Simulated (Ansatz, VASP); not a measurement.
TaN: VASP beside Ansatz

```
CELL_PARAMETERS angstrom
-3.12229 0.00000 0.00000
-1.56114 -2.70398 0.00000
-2.60191 -1.80265 12.10492
ATOMIC_POSITIONS crystal
Ta 0.87394 0.72080 0.91879
Ta 0.12394 0.05414 0.41879
Ta 0.58227 0.55414 0.16879
Ta 0.33227 0.22080 0.66879
N 0.29273 0.27920 0.08121
N 0.04273 0.94586 0.58121
N 0.50106 0.44586 0.33121
N 0.25106 0.11253 0.83121
```

Alike in both runs: task single point; functional PBEsol; k mesh 14 × 14 × 4; occupations gaussian, width 0.15 eV; no spin polarisation.

|  | VASP | Ansatz |
| --- | --- | --- |
| version | VASP 6.6.1 | Ansatz 0.2.0 |
| potentials or method | VASP PAW PBE potentials, release 64 (Ta_pv, N), cutoff 520 eV | scalar-relativistic, plane waves, PAW |
| valence electrons in the cell | 64 | 72 |

|  | VASP | Ansatz | Ansatz less VASP |
| --- | --- | --- | --- |
| gap on the k mesh at the Fermi level (eV) | none | none | - |
| pressure (GPa) | -3.5 | -4.1 | -0.65 |
| traceless stress, the component that is largest in VASP (GPa) | 2.12 | 1.81 | -0.305 |
| rms of the force components (eV/Å) | 0.608 | 0.600 | -0.0084 |

VASP's potentials were made for PBE, not for PBEsol. Atom by atom the forces differ by 0.016 eV/Å (rms over components). A gap of «none» marks a metal or a gap that the smearing closes. VASP's potentials hold 64 valence electrons a cell and Ansatz's 72, so a difference there can come from the potentials and not from the codes.

Spin-orbit coupling is off throughout.
